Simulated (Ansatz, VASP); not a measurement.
**CoO in VASP and in Ansatz**

```
Co O
1.0
     0.00000    2.13150    2.13150
     2.13150    0.00000    2.13150
     2.13150    2.13150    0.00000
Co O
1 1
Cartesian
  0.0000 -0.2652 -0.2652
  2.1315 2.1315 2.1315
```

Change from the starting cell: all Co atoms moved +0.375 Å, as atom 1 towards its neighbour atom 1 (Co) at 3.014 Å.

Alike in both runs: task single point; functional PBEsol; k mesh 20 × 20 × 20; occupations gaussian, width 0.15 eV; collinear spin.

```csv
,VASP,Ansatz
version,VASP 6.6.1,Ansatz 0.2.0
potentials or method,"VASP PAW PBE potentials, release 64 (Co, O), cutoff 520 eV","scalar-relativistic, plane waves, PAW"
valence electrons in the cell,15,23
```

|  | VASP | Ansatz | Ansatz less VASP |
| --- | --- | --- | --- |
| gap on the k mesh at the Fermi level (eV) | none | none | - |
| pressure (GPa) | -1.1 | -0.6 | +0.55 |
| traceless stress, the component that is largest in VASP (GPa) | -11.31 | -11.49 | -0.172 |
| rms of the force components (eV/Å) | 0.551 | 0.546 | -0.0046 |
| net moment per atom (μB) | 1.44 | 1.45 | +0.007 |
| size of the moment on the site where the two differ most (μB) | 2.48 | 2.31 | -0.174 |

VASP's potentials were made for PBE, not for PBEsol. Site moments also hang on the region over which each program counts them. Atom by atom the forces differ by 0.005 eV/Å (rms over components). A gap of «none» marks a metal or a gap that the smearing closes. VASP's potentials hold 15 valence electrons a cell and Ansatz's 23, so a difference there can come from the potentials and not from the codes.
